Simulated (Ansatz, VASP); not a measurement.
**One calculation of Sc, two programs**

POSCAR

```
Sc
1.0
    0.0000000000      2.6211007861      1.7037155110
    2.6211007861      0.0000000000      1.7037155110
    2.6211007861      2.6211007861      0.0000000000
Sc
1
Direct
    0.0000000000      0.0000000000      0.0000000000
```

Contents of INCAR.step1:

```
  PREC = Accurate
  ENCUT = 520
  ISMEAR = 0
  SIGMA = 0.15
  LREAL = F
  LASPH = T
  NELM = 80
  NBANDS = 12
  GGA = PE
  ALGO = Normal
  EDIFF = 1E-4
  LWAVE = T
  LCHARG = F
```

The input INCAR.step2:

```
  PREC = Accurate
  ENCUT = 520
  EDIFF = 1E-6
  ISMEAR = 0
  SIGMA = 0.15
  LREAL = F
  LASPH = T
  NELM = 80
  ALGO = Normal
  ISIF = 2
  LWAVE = F
  LCHARG = F
  METAGGA = R2SCAN
  LMIXTAU = T
  NBANDS = 12
  ISTART = 1
```

File KPOINTS:

```
Automatic mesh
0
Gamma
  20 20 20
```

Input for Ansatz:

```yaml
crystal:
  lattice:
    - [0.0, 2.6211007861, 1.703715511]
    - [2.6211007861, 0.0, 1.703715511]
    - [2.6211007861, 2.6211007861, 0.0]
  atoms:
    - { symbol: Sc, position: [0.0, 0.0, 0.0] }
basis:
  ecutwfc: 500
kpoints:
  mp_grid: { grid: [20, 20, 20] }
hamiltonian:
  xc: r2scan
scf:
  occupations: { method: gaussian, width: 0.15 }
output:
  forces: true
  stress: true
  eigenvalues: true
```

Alike in both runs: task single point; functional r2SCAN; k mesh 20 × 20 × 20; occupations gaussian, width 0.15 eV; no spin polarisation.

|  | VASP | Ansatz |
| --- | --- | --- |
| version | VASP 6.6.1 | Ansatz 0.2.0 |
| potentials or method | VASP PAW PBE potentials, release 64 (Sc_sv), cutoff 520 eV | scalar-relativistic, plane waves, PAW |
| valence electrons in the cell | 11 | 11 |

```tsv
	VASP	Ansatz	Ansatz less VASP
gap on the k mesh at the Fermi level (eV)	none	none	-
pressure (GPa)	4.5	4.3	-0.25
traceless stress, the component that is largest in VASP (GPa)	1.25	1.26	+0.007
```

VASP's potentials were made for PBE, not for r2SCAN. A gap of «none» marks a metal or a gap that the smearing closes. With one functional, cell and mesh, what is left measures potentials, basis and numerics.
